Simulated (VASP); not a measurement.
A run of VASP 6.6.1:

File INCAR:

```
PREC = Accurate
ENCUT = 500
EDIFF = 1E-6
ISMEAR = -1
SIGMA = 0.1
LREAL = False
LASPH = True
NELM = 120
ALGO = Normal
ISIF = 2
LWAVE = False
LCHARG = False
GGA = PE
NBANDS = 43
GGA_COMPAT = False
```

File KPOINTS:

```
regular mesh
0
Gamma
  5 5 1
```

The input POSCAR:

```
CaTe2As2
1.0
    4.2895570000      0.0000000000      0.0000000000
   -2.1447780000      3.7148690000      0.0000000000
    0.0000000000      0.0000000000     18.3300430000
Te As Ca
4 4 2
Direct
    0.3333300000      0.6666700000      0.1719800000
    0.6666700000      0.3333300000      0.6719800000
    0.3333300000      0.6666700000      0.3280200000
    0.6666700000      0.3333300000      0.8280200000
    0.3333300000      0.6666700000      0.6036200000
    0.6666700000      0.3333300000      0.1036200000
    0.3333300000      0.6666700000      0.8963800000
    0.6666700000      0.3333300000      0.3963800000
    0.0000000000      0.0000000000      0.0000000000
    0.0000000000      0.0000000000      0.5000000000
```

Potentials or basis: VASP PAW PBE potentials, release 64 (Te, As, Ca_sv).

The run is started by

```sh
$ cat potpaw_PBE.64/Te/POTCAR potpaw_PBE.64/As/POTCAR potpaw_PBE.64/Ca_sv/POTCAR > POTCAR
$ mpirun -np 1 vasp_std > vasp.out
```

Hardware: 1 thread of Intel Xeon 8259CL (shared host).

Q: Estimate the wall time of this run.

A: It took 5 min on 1 thread of Intel Xeon 8259CL, with other jobs on the host, peak memory 0.41 GiB. Counts: scf iterations 15, k points 9.
